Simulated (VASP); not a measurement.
# Au (Fm-3m) in VASP: single point with PBE

Aim: the single point of Au with PBE.

All numbers are computed with VASP 6.6.1; they aren't measurements. Logs are shortened: lines on timing, memory, paths and dates and some standing lists are left out, and cuts for length are marked.

### Step 1. The cell of the first run

It takes space group Fm-3m (No. 225, cubic). The conventional cell has a = 6.571 Å, b = 6.571 Å, c = 6.571 Å, α = 90.00°, β = 90.00°, γ = 90.00°. Au (site symmetry -43m) has 10 Au at 2.85 to 3.29 Å within 3.7 Å. Au (site symmetry m-3m) has 8 Au at 2.85 Å within 3.7 Å.

### Step 2. Single point, PBE

File INCAR:

```
SYSTEM = Au
PREC     = Accurate       ! precision mode
ENCUT    = 500            ! plane-wave cutoff, eV
EDIFF    = 1E-6           ! SCF threshold, eV
ISMEAR   = 0              ! smearing method
SIGMA    = 0.1            ! smearing width, eV
LREAL    = .False.        ! projectors in reciprocal space
LASPH    = .True.         ! aspherical terms in the spheres
NELM     = 120            ! most SCF steps
ALGO     = Normal         ! electronic algorithm
ISIF     = 2              ! what is computed and relaxed
LWAVE    = .False.        ! write WAVECAR
LCHARG   = .True.         ! write CHGCAR
GGA      = PE             ! functional
LELF     = .True.         ! ELF
LVHAR    = .True.       
NBANDS   = 24             ! bands
GGA_COMPAT= .False.
```

File KPOINTS:

```
Automatic mesh
0
Gamma
  6 6 6
  0 0 0
```

File POSCAR:

```
Au
1.0
    0.0000000000      3.2857340000      3.2857340000
    3.2857340000      0.0000000000      3.2857340000
    3.2857340000      3.2857340000      0.0000000000
Au
3
Direct
    0.2500000000      0.2500000000      0.2500000000
    0.7500000000      0.7500000000      0.7500000000
    0.5000000000      0.5000000000      0.5000000000
```

Potentials or basis: VASP PAW PBE potentials, release 64 (Au).

Started as:

```bash
$ cat potpaw_PBE.64/Au/POTCAR > POTCAR
$ mpirun -np 1 vasp_std > vasp.out
```

OUTCAR:

```text
SYSTEM = Au
   PREC = Accurate
   ENCUT = 500
   EDIFF = 1E-6
   ISMEAR = 0
   LREAL = .False.
   LASPH = .True.
   NELM = 120
   ISIF = 2
   GGA = PE

 ion  position               nearest neighbor table
   1  0.250  0.250  0.250-   3 2.85   3 2.85   3 2.85   3 2.85   2 3.29   2 3.29   2 3.29   2 3.29
                             2 3.29   2 3.29
   2  0.750  0.750  0.750-   3 2.85   3 2.85   3 2.85   3 2.85   1 3.29   1 3.29   1 3.29   1 3.29
                             1 3.29   1 3.29
   3  0.500  0.500  0.500-   1 2.85   2 2.85   1 2.85   1 2.85   1 2.85   2 2.85   2 2.85   2 2.85

  LATTYP: Found a face centered cubic cell.
 ALAT       =     6.5714680000

  Lattice vectors:

 A1 = (   0.0000000000,   3.2857340000,   3.2857340000)
 A2 = (   3.2857340000,   0.0000000000,   3.2857340000)
 A3 = (   3.2857340000,   3.2857340000,   0.0000000000)

Analysis of symmetry for initial positions (statically):
=====================================================================
 Subroutine PRICEL returns:
 Original cell was already a primitive cell.

 Routine SETGRP: Setting up the symmetry group for a
 face centered cubic supercell.

 Subroutine GETGRP returns: Found 48 space group operations
 (whereof 48 operations were pure point group operations)
 out of a pool of 48 trial point group operations.

The static configuration has the point symmetry O_h .

Analysis of symmetry for dynamics (positions and initial velocities):
=====================================================================
 Subroutine PRICEL returns:
 Original cell was already a primitive cell.

 Routine SETGRP: Setting up the symmetry group for a
 face centered cubic supercell.

 Subroutine GETGRP returns: Found 48 space group operations
 (whereof 48 operations were pure point group operations)
 out of a pool of 48 trial point group operations.

The dynamic configuration has the point symmetry O_h .

 Subroutine INISYM returns: Found 48 space group operations
 (whereof 48 operations are pure point group operations),
 and found     1 'primitive' translations

----------------------------------------------------------------------------------------

                                     Primitive cell

  volume of cell :      70.9459

  direct lattice vectors                    reciprocal lattice vectors
     0.000000000  3.285734000  3.285734000    -0.152173000  0.152173000  0.152173000
     3.285734000  0.000000000  3.285734000     0.152173000 -0.152173000  0.152173000
[... 78 lines left out ...]
   EDIFF  = 0.1E-05   stopping-criterion for ELM
   LREAL  =      F    real-space projection
   EDIFFG = 0.1E-04   stopping-criterion for IOM
   NSW    =      0    number of steps for IOM
   IBRION =     -1    ionic relax: 0-MD 1-quasi-New 2-CG
   NFREE  =      0    steps in history (QN), initial steepest desc. (CG)
   ISIF   =      2    stress and relaxation
   ISYM   =      2    0-nonsym 1-usesym 2-fastsym
   POTIM  = 0.5000    time-step for ionic-motion
   TEBEG  =    0.0;   TEEND  =   0.0 temperature during run
   PSTRESS=    0.0 pullay stress
   NELECT =      33.0000    total number of electrons
   NUPDOWN=      -1.0000    fix difference up-down
   EMIN   =  10.00;   EMAX   =-10.00  energy-range for DOS
   EFERMI =   0.00;   METHOD = LEGACY
   ISMEAR =     0;   SIGMA  =   0.10  broadening in eV -4-tet -1-fermi 0-gaus
   EFERMI_NEDOS =   21; number of points for ismear=-14 and -15
   IALGO  =     38    algorithm
   IMIX   =      4    mixing-type and parameters
     AMIX     =   0.40;   BMIX     =  1.00
     AMIX_MAG =   1.60;   BMIX_MAG =  1.00
  volume/ion in A,a.u.               =      23.65       159.59
  Fermi-wavevector in a.u.,A,eV,Ry     =   1.268441  2.397007 21.891007  1.608944
  Thomas-Fermi vector in A             =   2.401536
   LORBIT       =      0    0 simple, 1 ext, 2 COOP (PROOUT), +10 PAW based schemes
   GGA     = PE    functional components
   LHFCALC =     F    Hartree Fock is set to
   AEXX    =    0.0000 exact exchange contribution
   IVDW    =     0    specifies the selected vdW correction
   LEPSILON=     F    determine dielectric tensor
   LRPA    =     F    only Hartree local field effects (RPA)
 non-spin polarized calculation
 Gauss-broadening in eV      SIGMA  =   0.10
  energy-cutoff  :      500.00
  volume of cell :       70.95
 maximum number of plane-waves:      1820
 NGX is ok and might be reduce to    36
   NGX = 17   NGY = 17   NGZ = 17

 number of electron      32.9999999 magnetization

 Free energy of the ion-electron system (eV)
  ---------------------------------------------------
  ext. energy  EPLUGINS =         0.00000000
  ---------------------------------------------------
  free energy    TOTEN  =        -8.84128738 eV

  energy without entropy =       -8.82771167  energy(sigma->0) =       -8.83449952

 E-fermi :   4.9172     XC(G=0): -10.6023

 val. band max:        4.8593159783   @ k =  -0.3333   0.1667   0.0000
 cond. band min:       4.9408727705   @ k =   0.5000   0.3333   0.0000
 fundamental gap:      0.0815567921
 Fermi energy:         4.9171523242

 k-point     1 :       0.0000    0.0000    0.0000
  band No.  band energies     occupation
      1      -2.2545      2.00000
      2       0.0553      2.00000
      3       0.0553      2.00000
      4       0.7212      2.00000
      5       0.7212      2.00000
      6       0.7212      2.00000
[... 421 lines left out ...]
     23      16.0064      0.00000
     24      18.5100      0.00000

------------------------ aborting loop because EDIFF is reached ----------------------------------------

  FORCE on cell =-STRESS in cart. coord.  units (eV):
  Direction    XX          YY          ZZ          XY          YZ          ZX
  --------------------------------------------------------------------------------------
  -------------------------------------------------------------------------------------
  Total       -3.1666667     -3.1666667     -3.1666667      0.0000000      0.0000000      0.0000000
  in kB      -71.5131210    -71.5131210    -71.5131210      0.0000000      0.0000000      0.0000000
  external PRESSURE =     -71.5131210 kB  Pullay stress =       0.0000000 kB

 VOLUME and BASIS-vectors are now :
 -----------------------------------------------------------------------------
  energy-cutoff  :      500.00
  volume of cell :       70.95
      direct lattice vectors                 reciprocal lattice vectors
     0.000000000  3.285734000  3.285734000    -0.152173000  0.152173000  0.152173000
     3.285734000  0.000000000  3.285734000     0.152173000 -0.152173000  0.152173000
     3.285734000  3.285734000  0.000000000     0.152173000  0.152173000 -0.152173000

 POSITION                                       TOTAL-FORCE (eV/Angst)
 -----------------------------------------------------------------------------------
      1.64287      1.64287      1.64287        -0.000000     -0.000000     -0.000000
      4.92860      4.92860      4.92860         0.000000      0.000000      0.000000
      3.28573      3.28573      3.28573         0.000000      0.000000     -0.000000
 -----------------------------------------------------------------------------------
    total drift:                                0.000000      0.000000      0.000000

  FREE ENERGIE OF THE ION-ELECTRON SYSTEM (eV)
  ---------------------------------------------------
  free  energy   TOTEN  =        -8.8412873761 eV

  energy  without entropy=       -8.8277116721  energy(sigma->0) =       -8.83449952
```

Wall time 47 s (1 thread of Intel Xeon 8259CL, shared host); peak memory 0.2 GiB.

What came out:

| Item | Value |
| --- | --- |
| Free energy | -8.8413 eV |
| Pressure | -7.2 GPa |

Caveat: spin-orbit coupling is left out, which moves the levels of the heavy elements.
